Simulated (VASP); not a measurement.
Here is a VASP 6.6.1 calculation.

The input INCAR:

```
SYSTEM = Pt
PREC     = Accurate       ! precision mode
ENCUT    = 520            ! plane-wave cutoff, eV
EDIFF    = 1E-7           ! SCF threshold, eV
ISMEAR   = 0              ! smearing method
SIGMA    = 0.15           ! smearing width, eV
LREAL    = .FALSE.        ! projectors in reciprocal space
LASPH    = .TRUE.         ! aspherical terms in the spheres
NELM     = 80             ! most SCF steps
ALGO     = Fast           ! electronic algorithm
ISIF     = 2              ! what is computed and relaxed
LWAVE    = .FALSE.        ! write WAVECAR
LCHARG   = .TRUE.         ! write CHGCAR
LELF     = .TRUE.         ! ELF
LVHAR    = .TRUE.       
NBANDS   = 11             ! bands
```

The input KPOINTS:

```
Automatic mesh
0
G
  22 22 22
  0 0 0
```

File POSCAR:

```
Pt
1.0
   -1.3801790983      1.5979819424      1.5979819424
    1.5979819424     -1.3801790983      1.5979819424
    1.5979819424      1.5979819424     -1.3801790983
Pt
1
Direct
    0.0000000000      0.0000000000      0.0000000000
```

Potentials or basis: VASP PAW LDA potentials, release 64 (Pt).

The run is started by

```bash
$ cat potpaw_LDA.64/Pt/POTCAR > POTCAR
$ mpirun -np 1 vasp_std > vasp.out
```

Problem. Predict the pressure.

Solution. -8.3 GPa.

Problem. Estimate the band gap on the k mesh.

Solution. Zero (bands 5 and 6 overlap by 2.41 eV).

Stress tensor (GPa, compression positive):
```
-8.28 -6.01 -6.01
-6.01 -8.28 -6.01
-6.01 -6.01 -8.28
```

Caveat: the cell stands under tension; spin-orbit coupling is left out, which moves the levels of the heavy elements.
